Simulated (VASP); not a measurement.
# CuMoF6 (P1) in VASP: single point with LDA

Aim: the single point of CuMoF6 with LDA.

All numbers are computed with VASP 6.6.1; they aren't measurements. Logs are shortened: lines on timing, memory, paths and dates and some standing lists are left out, and cuts for length are marked.

### Step 1. The cell of the first run

The typed cell holds 32 atoms: a = 6.986 Å, b = 7.369 Å, c = 6.963 Å, α = 77.71°, β = 85.64°, γ = 83.53°.

### Step 2. Single point, LDA

INCAR

```
SYSTEM = CuMoF6
PREC     = Accurate       ! precision mode
ENCUT    = 610            ! plane-wave cutoff, eV
EDIFF    = 1E-6           ! SCF threshold, eV
ISMEAR   = -1             ! smearing method
SIGMA    = 0.05           ! smearing width, eV
LREAL    = Auto         
LASPH    = .TRUE.         ! aspherical terms in the spheres
NELM     = 120            ! most SCF steps
ALGO     = Normal         ! electronic algorithm
ISIF     = 2              ! what is computed and relaxed
LWAVE    = .FALSE.        ! write WAVECAR
LCHARG   = .FALSE.        ! write CHGCAR
NBANDS   = 172            ! bands
GGA_COMPAT= .FALSE.
```

KPOINTS

```
Automatic mesh
0
G
  1 1 1
  0 0 0
```

POSCAR

```
CuMoF6
1.0
   -4.6399870000     -2.8081840000      4.4034970000
    4.9097870000     -2.5297270000      4.8780660000
    0.3760510000      5.2355700000      4.5756560000
Cu Mo F
4 4 24
Direct
    0.0555630501      0.1043437740     -0.0688573487
    0.6068235017      0.5320685887     -0.0797505672
    0.5694191814      0.0792056505      0.4015804405
    0.0871079575      0.5827881684      0.4627404728
    0.5806734509      0.5974321148      0.4070002016
    0.0486879503      0.0993454245      0.4224070208
    0.0884276526      0.6134204008     -0.0772776852
    0.5420014376      0.0412812797     -0.0688807269
    0.4988259442      0.6505983982      0.6662562757
    0.6698390769      0.4824276138      0.1731886955
    0.3299906043      0.7117871034      0.3330108066
    0.8169474127      0.4949413995      0.5439914422
    0.6482953647      0.8216389031      0.3220575387
    0.4452868891      0.3630583811      0.4810146950
    0.9624187496      0.1706434688      0.6825866762
    0.1213062895      1.0245517404      0.1721276923
    0.7791424711      0.2017541562      0.3059186215
    0.3022306036      1.0027770166      0.4999973717
    0.1204763054      0.3523563571      0.3537122077
    0.9992272861      0.8402109895      0.4737246380
    0.9899466653      0.6664774301      0.1621520362
    0.2359277146      0.5408963743      0.7023396871
    0.8250889776      0.6309018034      0.8238474496
    0.3124211912      0.4924186648      0.0347280205
    0.1577127636      0.8416315636      0.8428470156
    1.0164738035      0.3588351611     -0.0002100121
    0.4395428978      0.1561135689      0.1613849196
    0.6142491275      0.9808420821      0.6575763995
    0.2948111099      0.1589671203      0.8414417643
    0.8258603708      0.9910773255      0.0039963078
    0.6745179484      0.2529146457      0.8368478539
    0.4937824268      0.8061180290     -0.0282508965
```

Potentials or basis: VASP PAW LDA potentials, release 64 (Cu_sv_GW, Mo_sv, F).

On the command line:

```
$ cat potpaw_LDA.64/Cu_sv_GW/POTCAR potpaw_LDA.64/Mo_sv/POTCAR potpaw_LDA.64/F/POTCAR > POTCAR
$ mpirun -np 1 vasp_gam > vasp.out
```

OUTCAR:

```text
SYSTEM = CuMoF6
   PREC = Accurate
   ENCUT = 610
   EDIFF = 1E-6
   ISMEAR = -1
   LREAL = Auto
   LASPH = .TRUE.
   NELM = 120
   ISIF = 2

 ion  position               nearest neighbor table
   1  0.056  0.104  0.931-  16 1.73  29 1.80  15 1.84  30 1.88  26 2.02  25 2.18
   2  0.607  0.532  0.920-  23 1.79  10 1.80   9 1.96  32 2.18  24 2.18  31 2.24
   3  0.569  0.079  0.402-  28 1.81  17 1.82  27 1.91  18 2.04  13 2.09
   4  0.087  0.583  0.463-  20 1.94  22 1.98  19 1.99  12 2.06  11 2.09  21 2.19
   5  0.581  0.597  0.407-  13 1.74  11 1.91   9 1.96  12 1.96  14 2.01  10 2.02
   6  0.049  0.099  0.422-  18 1.91  20 1.93  19 1.94  16 1.95  15 2.02  17 2.10
   7  0.088  0.613  0.923-  25 1.77  24 1.85  21 1.86  22 1.92  26 1.95  23 1.99
   8  0.542  0.041  0.931-  32 1.76  31 1.88  29 1.93  27 2.02  30 2.06  28 2.06
   9  0.499  0.651  0.666-   5 1.96   2 1.96
  10  0.670  0.482  0.173-   2 1.80   5 2.02
  11  0.330  0.712  0.333-   5 1.91   4 2.09
  12  0.817  0.495  0.544-   5 1.96   4 2.06
  13  0.648  0.822  0.322-   5 1.74   3 2.09
  14  0.445  0.363  0.481-   5 2.01
  15  0.962  0.171  0.683-   1 1.84   6 2.02
  16  0.121  0.025  0.172-   1 1.73   6 1.95
  17  0.779  0.202  0.306-   3 1.82   6 2.10
  18  0.302  0.003  0.500-   6 1.91   3 2.04
  19  0.120  0.352  0.354-   6 1.94   4 1.99
  20  0.999  0.840  0.474-   6 1.93   4 1.94
[... 10 lines left out ...]
  31  0.675  0.253  0.837-   8 1.88   2 2.24
  32  0.494  0.806  0.972-   8 1.76   2 2.18

  LATTYP: Found a triclinic cell.
 ALAT       =    10.2322305292
 B/A-ratio  =     0.6827583418
 C/A-ratio  =     1.3978164451
 COS(alpha) =     0.0160126483
 COS(beta)  =     0.5989528412
 COS(gamma) =     0.7345403075

  Lattice vectors:

 A1 = (   4.2639360000,  -2.4273860000,  -8.9791530000)
 A2 = (   4.6399870000,   2.8081840000,  -4.4034970000)
 A3 = (   4.1576850000, -13.0008670000,  -4.2732460000)

Analysis of symmetry for initial positions (statically):
=====================================================================
 Subroutine PRICEL returns:
 Original cell was already a primitive cell.

 Routine SETGRP: Setting up the symmetry group for a
 triclinic supercell.

 Subroutine GETGRP returns: Found  1 space group operations
 (whereof  1 operations were pure point group operations)
 out of a pool of  2 trial point group operations.

The static configuration has the point symmetry C_1 .

Analysis of symmetry for dynamics (positions and initial velocities):
=====================================================================
 Subroutine PRICEL returns:
 Original cell was already a primitive cell.

 Routine SETGRP: Setting up the symmetry group for a
 triclinic supercell.

 Subroutine GETGRP returns: Found  1 space group operations
 (whereof  1 operations were pure point group operations)
 out of a pool of  2 trial point group operations.

The dynamic configuration has the point symmetry C_1 .

 Subroutine INISYM returns: Found  1 space group operations
 (whereof  1 operations are pure point group operations),
 and found     1 'primitive' translations

----------------------------------------------------------------------------------------

                                     Primitive cell

  volume of cell :     347.5306

  direct lattice vectors                    reciprocal lattice vectors
    -4.639987000 -2.808184000  4.403497000    -0.106795259 -0.059364836  0.076703584
     4.909787000 -2.529727000  4.878066000     0.103312067 -0.065855859  0.066863058
     0.376051000  5.235570000  4.575656000    -0.007362983  0.127339578  0.073448175

  length of vectors
     6.986140749  7.368924954  6.963421243     0.144266597  0.139574517  0.147187690

  position of ions in fractional coordinates (direct lattice)
     0.055563050  0.104343774  0.931142651
     0.606823502  0.532068589  0.920249433
     0.569419181  0.079205651  0.401580440
     0.087107958  0.582788168  0.462740473
     0.580673451  0.597432115  0.407000202
     0.048687950  0.099345425  0.422407021
[... 24 lines left out ...]
     0.674517948  0.252914646  0.836847854
     0.493782427  0.806118029  0.971749104

  ion indices of the primitive-cell ions
   primitive index   ion index
                 1           1
                 2           2
                 3           3
                 4           4
                 5           5
                 6           6
[... 24 lines left out ...]
                31          31
                32          32

----------------------------------------------------------------------------------------

 KPOINTS: Automatic mesh

Automatic generation of k-mesh.
 Grid dimensions read from file:
 generate k-points for:    1    1    1

 Generating k-lattice:

  Cartesian coordinates                     Fractional coordinates (reciprocal lattice)
    -0.106795259 -0.059364836  0.076703584     1.000000000 -0.000000000  0.000000000
     0.103312067 -0.065855859  0.066863058     0.000000000  1.000000000  0.000000000
    -0.007362983  0.127339578  0.073448175    -0.000000000  0.000000000  1.000000000

  Length of vectors
     0.144266597  0.139574517  0.147187690

  Shift w.r.t. Gamma in fractional coordinates (k-lattice)
     0.000000000  0.000000000  0.000000000

 Subroutine IBZKPT returns following result:
 ===========================================

 Found      1 irreducible k-points:

 Following reciprocal coordinates:
            Coordinates               Weight
  0.000000  0.000000  0.000000      1.000000
   k-points           NKPTS =      1   k-points in BZ     NKDIM =      1   number of bands    NBANDS=    172
   number of dos      NEDOS =    301   number of ions     NIONS =     32
   total plane-waves  NPLWV = 188160
   dimension x,y,z NGX =    56 NGY =   60 NGZ =   56
   dimension x,y,z NGXF=   112 NGYF=  120 NGZF=  112
   ions per type =               4   4  24
   NGX,Y,Z   is equivalent  to a cutoff of  13.33, 13.54, 13.37 a.u.
   NGXF,Y,Z  is equivalent  to a cutoff of  26.65, 27.07, 26.74 a.u.
 SYSTEM =  CuMoF6
   PREC   = accura    normal or accurate (medium, high low for compatibility)
   ISTART =      0    job   : 0-new  1-cont  2-samecut
   ICHARG =      2    charge: 1-file 2-atom 10-const
   ISPIN  =      1    spin polarized calculation?
   LNONCOLLINEAR =      F non collinear calculations
   LSORBIT =      F    spin-orbit coupling
   LASPH  =      T    aspherical Exc in radial PAW
   ENCUT  =  610.0 eV  44.83 Ry    6.70 a.u.  14.07 14.84 14.02*2*pi/ulx,y,z
   NELM   =    120;   NELMIN=  2; NELMDL= -5     # of ELM steps
   EDIFF  = 0.1E-05   stopping-criterion for ELM
   LREAL  =      T    real-space projection
   EDIFFG = 0.1E-04   stopping-criterion for IOM
   NSW    =      0    number of steps for IOM
   IBRION =     -1    ionic relax: 0-MD 1-quasi-New 2-CG
   NFREE  =      0    steps in history (QN), initial steepest desc. (CG)
   ISIF   =      2    stress and relaxation
   ISYM   =      2    0-nonsym 1-usesym 2-fastsym
   POTIM  = 0.5000    time-step for ionic-motion
   TEBEG  =    0.0;   TEEND  =   0.0 temperature during run
   PSTRESS=    0.0 pullay stress
   NELECT =     300.0000    total number of electrons
   NUPDOWN=      -1.0000    fix difference up-down
   EMIN   =  10.00;   EMAX   =-10.00  energy-range for DOS
   EFERMI =   0.00;   METHOD = LEGACY
   ISMEAR =    -1;   SIGMA  =   0.05  broadening in eV -4-tet -1-fermi 0-gaus
   EFERMI_NEDOS =   21; number of points for ismear=-14 and -15
   IALGO  =     38    algorithm
   IMIX   =      4    mixing-type and parameters
     AMIX     =   0.40;   BMIX     =  1.00
     AMIX_MAG =   1.60;   BMIX_MAG =  1.00
  volume/ion in A,a.u.               =      10.86        73.29
  Fermi-wavevector in a.u.,A,eV,Ry     =   1.558778  2.945663 33.059281  2.429789
  Thomas-Fermi vector in A             =   2.662233
   LORBIT       =      0    0 simple, 1 ext, 2 COOP (PROOUT), +10 PAW based schemes
   GGA     = CA    functional components
   LHFCALC =     F    Hartree Fock is set to
   AEXX    =    0.0000 exact exchange contribution
   IVDW    =     0    specifies the selected vdW correction
   LEPSILON=     F    determine dielectric tensor
   LRPA    =     F    only Hartree local field effects (RPA)
 non-spin polarized calculation
  energy-cutoff  :      610.00
  volume of cell :      347.53
 maximum number of plane-waves:      5944
   NGX = 29   NGY = 29   NGZ = 29

 number of electron     300.0000003 magnetization

 Free energy of the ion-electron system (eV)
  ---------------------------------------------------
  ext. energy  EPLUGINS =         0.00000000
  ---------------------------------------------------
  free energy    TOTEN  =      -187.19766969 eV

  energy without entropy =     -187.03899640  energy(sigma->0) =     -187.11833305

 E-fermi :   4.1633     XC(G=0): -11.5356

 val. band max:        4.0927228175   @ k =   0.0000   0.0000   0.0000
 cond. band min:       4.2679261724   @ k =   0.0000   0.0000   0.0000
 fundamental gap:      0.1752033549
 Fermi energy:         4.1632589407

 k-point     1 :       0.0000    0.0000    0.0000
  band No.  band energies     occupation
      1    -107.2437      2.00000
      2    -106.8417      2.00000
      3    -106.7985      2.00000
      4    -106.4402      2.00000
      5     -65.4148      2.00000
      6     -65.2783      2.00000
[... 154 lines left out ...]
    161       6.7423      0.00000
    162       7.0245      0.00000
 [bands above 162 left out]

------------------------ aborting loop because EDIFF is reached ----------------------------------------

  FORCE on cell =-STRESS in cart. coord.  units (eV):
  Direction    XX          YY          ZZ          XY          YZ          ZX
  --------------------------------------------------------------------------------------
  -------------------------------------------------------------------------------------
  Total        2.8658871     18.6977248      8.0346647     -9.0898636     -8.5245755     -0.0437678
  in kB       13.2122462     86.1998165     37.0412245    -41.9058783    -39.2997998     -0.2017773
  external PRESSURE =      45.4844291 kB  Pullay stress =       0.0000000 kB

 VOLUME and BASIS-vectors are now :
 -----------------------------------------------------------------------------
  energy-cutoff  :      610.00
  volume of cell :      347.53
      direct lattice vectors                 reciprocal lattice vectors
    -4.639987000 -2.808184000  4.403497000    -0.106795259 -0.059364836  0.076703584
     4.909787000 -2.529727000  4.878066000     0.103312067 -0.065855859  0.066863058
     0.376051000  5.235570000  4.575656000    -0.007362983  0.127339578  0.073448175

 POSITION                                       TOTAL-FORCE (eV/Angst)
 -----------------------------------------------------------------------------------
      0.60465      4.45507      5.01426         1.797656     -0.847672     -2.167855
      0.14275      1.76797      9.47836         0.752665      0.649233     -2.368426
     -2.10220      0.30310      4.73130         2.530217      0.614845     -1.003198
      2.63120      0.70380      5.34380        -0.256218     -0.904946     -0.876159
      0.39200     -1.01110      7.33360        -3.066523      5.381036     -4.042887
      0.42070      1.82350      2.63180         1.565606     -0.992344     -0.525702
[... 24 lines left out ...]
     -1.57330      1.84740      8.03310         2.266962      0.109282      0.128696
      2.03215      1.66177     10.55306        -1.217827      2.472741     -1.451133
 -----------------------------------------------------------------------------------
    total drift:                                0.004257      0.000370      0.017639

  FREE ENERGIE OF THE ION-ELECTRON SYSTEM (eV)
  ---------------------------------------------------
  free  energy   TOTEN  =      -187.1976696931 eV

  energy  without entropy=     -187.0389963991  energy(sigma->0) =     -187.11833305
```

It took 5 min on 1 thread of AMD EPYC 7R43 (Zen 3), shared host; peak memory 0.3 GiB.

Results:

```yaml
Free_energy: -187.1977 eV
Pressure: 4.5 GPa
Largest_force: 7.396 eV/Å
```

Forces in eV/Å, atoms in the order of the input:
```
Cu   1.798 -0.848 -2.168
Cu   0.753  0.649 -2.368
Cu   2.530  0.615 -1.003
Cu  -0.256 -0.905 -0.876
Mo  -3.067  5.381 -4.043
Mo   1.566 -0.992 -0.526
Mo  -2.516  2.926 -3.862
Mo   1.494 -3.895  2.520
F   -1.181 -1.644  0.595
F    1.414  0.941  1.924
F   -0.524 -0.005 -0.629
F    0.599 -1.151 -0.846
F    1.455 -3.317  2.721
F   -0.241 -1.319  1.561
F   -1.138 -2.056 -1.309
F   -0.800  1.965  2.254
F   -3.264  0.336  1.700
F    0.327  0.208  0.040
F   -0.617  0.898 -0.214
F    0.873  1.156  0.737
F    0.777  0.851  0.352
F    1.671  1.063 -2.242
F   -0.942 -2.009  2.567
F   -0.639 -0.651  1.480
F    1.538 -1.699  1.532
F    0.877 -0.242  0.388
F   -1.807 -0.971 -0.396
F   -0.629  1.445  2.164
F   -1.344 -1.178  0.798
F    0.243  1.866 -1.528
F    2.267  0.109  0.129
F   -1.218  2.473 -1.451
```

Levels at points of the mesh, in eV from the Fermi level:
| k point | band 147 | band 148 | band 149 | band 150 | band 151 | band 152 | band 153 | band 154 |
| --- | --- | --- | --- | --- | --- | --- | --- | --- |
| (0.00, 0.00, 0.00) | -0.95 | -0.66 | -0.15 | -0.07 | 0.10 | 0.13 | 0.15 | 0.22 |

Caveat: the k points lie up to 0.92 Å⁻¹ apart, too coarse for converged energies, forces and pressures; forces of over 1 eV/Å act on the atoms, so gaps and moduli don't describe the material at rest.
